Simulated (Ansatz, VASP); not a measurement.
## SnSe in VASP and in Ansatz

The input INCAR:

```
SYSTEM = SnSe
ALGO = Normal ; EDIFF = 1E-6
ENCUT = 520 ; GGA = PE
ISIF = 2 ; ISMEAR = 0
LASPH = .TRUE. ; LCHARG = .FALSE.
LREAL = .FALSE. ; LWAVE = .FALSE.
NBANDS = 17 ; NELM = 100
PREC = Accurate ; SIGMA = 0.01
```

The input KPOINTS:

```
k-points
0
G
  10 10 10
  0 0 0
```

The input POSCAR:

```
SnSe
1.0
    0.0000000000      3.4573425665      3.4573425665
    3.4573425665      0.0000000000      3.4573425665
    3.4573425665      3.4573425665      0.0000000000
Sn Se
1 1
Direct
    0.0000000000      0.0000000000      0.0000000000
    0.2500000000      0.2500000000      0.2500000000
```

Input for Ansatz:

```yaml
crystal:
  lattice:
    - [0.0, 3.4573425665, 3.4573425665]
    - [3.4573425665, 0.0, 3.4573425665]
    - [3.4573425665, 3.4573425665, 0.0]
  atoms:
    - { symbol: Sn, position: [0.0, 0.0, 0.0] }
    - { symbol: Se, position: [0.25, 0.25, 0.25] }
basis:
  ecutwfc: 420
kpoints:
  mp_grid: { grid: [10, 10, 10] }
hamiltonian:
  xc: pbe
scf:
  occupations: { method: gaussian, width: 0.01 }
output:
  forces: true
  stress: true
  eigenvalues: true
```

Alike in both runs: task single point; functional PBE; k mesh 10 × 10 × 10; occupations gaussian, width 0.01 eV; no spin polarisation.

```csv
,VASP,Ansatz
version,VASP 6.6.1,Ansatz 0.2.0
potentials or method,"VASP PAW PBE potentials, release 64 (Sn_d, Se), cutoff 520 eV","scalar-relativistic, plane waves, PAW"
valence electrons in the cell,20,30
```

VASP gave:

```
gap on the k mesh at the Fermi level (eV) : 0.28
least direct gap on the mesh (eV)         : 0.78
pressure (GPa)                            : -1.6
```

Problem. Which values does Ansatz return?

Solution. gap on the k mesh at the Fermi level (eV): 0.29; least direct gap on the mesh (eV): 0.78; pressure (GPa): -1.6.

VASP's potentials hold 20 valence electrons a cell and Ansatz's 30, so a difference there can come from the potentials and not from the codes.
